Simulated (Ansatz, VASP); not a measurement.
# PbSe in VASP and in Ansatz

```xyz
2
Lattice="0.0000 3.0606 3.0606 3.0606 0.0000 3.0606 3.0606 3.0606 0.0000" Properties=species:S:1:pos:R:3 pbc="T T T"
Pb    0.0000    0.0000    0.0000
Se    3.0606    3.0606    3.0606
```

Alike in both runs: functional PBE; k mesh 6 × 6 × 6; occupations fermi-dirac, width 0.05 eV; non-collinear spin, spin-orbit coupling.

|  | VASP | Ansatz |
| --- | --- | --- |
| version | VASP 6.6.1 | Ansatz 0.2.0 |
| potentials or method | VASP PAW PBE potentials, release 64 (Pb_d, Se), cutoff 520 eV | all-electron LAPW, relativistic spinors |
| task | single point | band structure |

VASP gave:

* pressure (GPa): 2.0

Task: Estimate Ansatz's values.

Result: Pressure (GPa): 1.8.

Ansatz ran all-electron here, and VASP with PAW potentials.
